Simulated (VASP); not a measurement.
Runs of VASP 6.6.1 on BP. The structure is cubic, space group F-43m (No. 216). The conventional cell has a = 4.537 Å, b = 4.537 Å, c = 4.537 Å, α = 90.00°, β = 90.00°, γ = 90.00°. B (site symmetry -43m) has 4 P at 1.96 Å within 2.6 Å. P (site symmetry -43m) has 4 B at 1.96 Å within 2.6 Å. 

| task | level | potentials or basis | k mesh | cutoff (eV) | smearing | grid for exact exchange (PRECFOCK) | screening parameter | GW scheme | GW iterations | cutoff of the response function | gap on the mesh (eV) | pressure (GPa) |
| --- | --- | --- | --- | --- | --- | --- | --- | --- | --- | --- | --- | --- |
| single point | HSE06 | VASP PAW PBE potentials, release 64 (B, P) | 4 × 4 × 4 | 520 | gaussian 0.01 eV | Normal | 0.2079 1/Å | - | - | - | (a) | -0.9 |
| single point | PBEsol | VASP PAW PBE potentials, release 64 (B, P) | 6 × 6 × 6 | 520 | gaussian 0.2 eV | - | - | - | - | - | 1.22 | -1.6 |
| single point | PBEsol | VASP PAW PBE potentials, release 64 (B, P) | 6 × 6 × 6 | 520 | gaussian 0.01 eV | - | - | - | - | - | 1.22 | -1.6 |
| single point | PBEsol | VASP PAW PBE potentials, release 64 (B, P) | 6 × 6 × 6 | 520 | methfessel-paxton 0.05 eV | - | - | - | - | - | 1.22 | -1.6 |

Alike in all rows: no spin polarisation; cell as given.

**Question.** Estimate the missing entries.

**Answer.** (a) 2.09.

Caveats: some runs use coarse meshes; the PAW data sets were made with another functional, which shifts forces and pressure a little.

A k mesh can miss the band edges.
